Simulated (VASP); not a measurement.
**Re: relaxation of cell and atoms with r2SCAN**

The system is Re.

```
CELL_PARAMETERS angstrom
0.00000 1.97500 1.97500
1.97500 0.00000 1.97500
1.97500 1.97500 0.00000
ATOMIC_POSITIONS crystal
Re 0.00000 0.00000 0.00000
```

This isn't the form of Re at room conditions, which is hcp.

```json
{"Program": "VASP 6.6.1", "Task": "relaxation of cell and atoms", "Functional": "r2SCAN", "Potentials or basis": "VASP PAW PBE potentials, release 64 (Re)", "Cutoff": "600 eV", "k mesh": "10 × 10 × 10", "Occupations": "methfessel-paxton, width 0.05 eV", "Spin": "no spin polarisation", "Dipole correction": "no", "Further INCAR settings": "ALGO = Normal; EDIFF = 1e-06; IBRION = 2; EDIFFG = -0.02; NSW = 60; ISIF = 3"}
```

```
Relaxed volume                        : 14.74 Å³/atom
Relaxed cell                          : a = 2.752 Å, b = 2.752 Å, c = 2.752 Å, α = 60.00°, β = 60.00°, γ = 60.00°
Space group after relaxing (to 0.1 Å) : Fm-3m (No. 225)
Pressure after relaxing               : 0.0 GPa
Band gap on the k mesh                : zero (an odd number of electrons rules out a gap without spin polarisation)
```

Final structure:
```xyz
1
Lattice="0.0000 1.9462 1.9462 1.9462 0.0000 1.9462 1.9462 1.9462 0.0000" Properties=species:S:1:pos:R:3 pbc="T T T"
Re    0.0000    0.0000    0.0000
```

Levels at points of the mesh, in eV from the Fermi level:
```tsv
k point	band 2	band 3	band 4	band 5	band 6	band 7
(0.00, 0.00, 0.00)	-2.11	-2.11	-2.11	1.30	1.30	14.42
(0.50, 0.00, 0.00)	-2.26	-2.26	0.00	3.87	3.87	10.36
(0.50, 0.50, 0.00)	-6.36	2.73	3.88	4.58	4.58	12.79
```

It took 2.8 min on 1 thread of Intel Xeon 8259CL, on a shared host, peak memory 0.16 GiB.

Caveat: the PAW data sets were made with another functional, which shifts forces and pressure a little; spin-orbit coupling is left out, which moves the levels of the heavy elements.
